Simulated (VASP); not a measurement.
Wanted: the native input for a VASP 6.6.1 run.

- Task: single point
- Functional: RPBE
- Potentials or basis: VASP PAW PBE potentials, release 64 (C)
- Cutoff: 520 eV
- k mesh: 12 × 12 × 7
- Occupations: fermi-dirac, width 0.05 eV
- Spin: no spin polarisation
- Dipole correction: no
- Further INCAR settings: ALGO = Normal; EDIFF = 1e-06; NBANDS = 16

The structure of C lies in POSCAR:

```
C
1.0
    2.4896804465      0.0000000000      0.0000000000
   -1.2448402233      2.1561265140      0.0000000000
    0.0000000000      0.0000000000      4.1422459084
C
4
Direct
    0.3333333333      0.6666666667      0.0626895848
    0.6666666667      0.3333333333      0.5626895848
    0.3333333333      0.6666666667      0.4373104152
    0.6666666667      0.3333333333      0.9373104152
```

This cell differs from its parent crystal: volume scaled by 0.96.

These files were run (other wordings do the same):

INCAR

```
SYSTEM = C
ALGO = Normal
EDIFF = 1E-6
ENCUT = 520
GGA = RP
ISIF = 2
ISMEAR = -1
LASPH = .True.
LCHARG = .True.
LELF = .True.
LREAL = .False.
LVHAR = .True.
LWAVE = .False.
NBANDS = 16
NELM = 60
PREC = Accurate
SIGMA = 0.05
```

KPOINTS

```
k-points
0
Gamma
  12 12 7
  0 0 0
```

Potentials or basis: VASP PAW PBE potentials, release 64 (C).

The run is started by

```console
$ cat potpaw_PBE.64/C/POTCAR > POTCAR
$ mpirun -np 1 vasp_std > vasp.out
```

Results of the run:

| Property | Result |
| --- | --- |
| Pressure | 19.1 GPa |
| Largest force | 0.054 eV/Å |
| Band gap on the k mesh | 3.31 eV, indirect (least direct gap 5.01 eV) |

Caveat: the PAW data sets were made with another functional, which shifts forces and pressure a little.

Wall time 18 s on 1 thread of AMD EPYC 7R13 Processor (Zen 3), with other jobs on the host, peak memory 0.11 GiB.
